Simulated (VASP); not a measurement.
Wanted: the native input for a VASP 6.6.1 run.

```
Task                   : single point
Functional             : PBEsol
Potentials or basis    : VASP PAW PBE potentials, release 64 (Cd, Se)
Cutoff                 : 520 eV
k mesh                 : 8 × 8 × 6
Occupations            : gaussian, width 0.05 eV
Spin                   : no spin polarisation
Dipole correction      : no
Further INCAR settings : ALGO = Normal; EDIFF = 1e-06; NBANDS = 26
```

The structure of CdSe lies in POSCAR:

```
CdSe
1.0
    0.0000000000     -3.0413096037     -3.0413096037
    0.0000000000      3.0413096037     -3.0413096037
    6.0826192074      0.0000000000      0.0000000000
Cd Se
2 2
Direct
    0.5350253121      0.5520095625      0.5000000000
   -0.0350253121     -0.0520095625      0.0000000000
    0.0484383053      0.4844422669      0.2500000000
    0.4515616947      0.0155577331      0.7500000000
```

This cell differs from its parent crystal: atoms displaced along several vibrational modes.

One way to write it, as run:

INCAR

```
PREC = Accurate ; ENCUT = 520
EDIFF = 1E-6 ; ISMEAR = 0
SIGMA = 0.05 ; LREAL = False
LASPH = True ; NELM = 100
ALGO = Normal ; ISIF = 2
LWAVE = False ; LCHARG = False
GGA = PS ; NBANDS = 26
```

KPOINTS

```
Automatic mesh
0
Gamma
  8 8 6
```

Potentials or basis: VASP PAW PBE potentials, release 64 (Cd, Se).

Launch:

```console
$ cat potpaw_PBE.64/Cd/POTCAR potpaw_PBE.64/Se/POTCAR > POTCAR
$ mpirun -np 1 vasp_std > vasp.out
```

It gave:

```
Pressure               : 0.2 GPa
Largest force          : 0.911 eV/Å
Band gap on the k mesh : 0.47 eV
```

Caveat: the cell differs from its parent crystal (atoms displaced along several vibrational modes); semilocal functionals underestimate gaps, and a narrow one can read as zero; the PAW data sets were made with another functional, which shifts forces and pressure a little.

Run time: 6.2 min on 1 thread of Oxide Virtual Turin-like Processor, with other jobs on the host, peak memory 0.42 GiB.
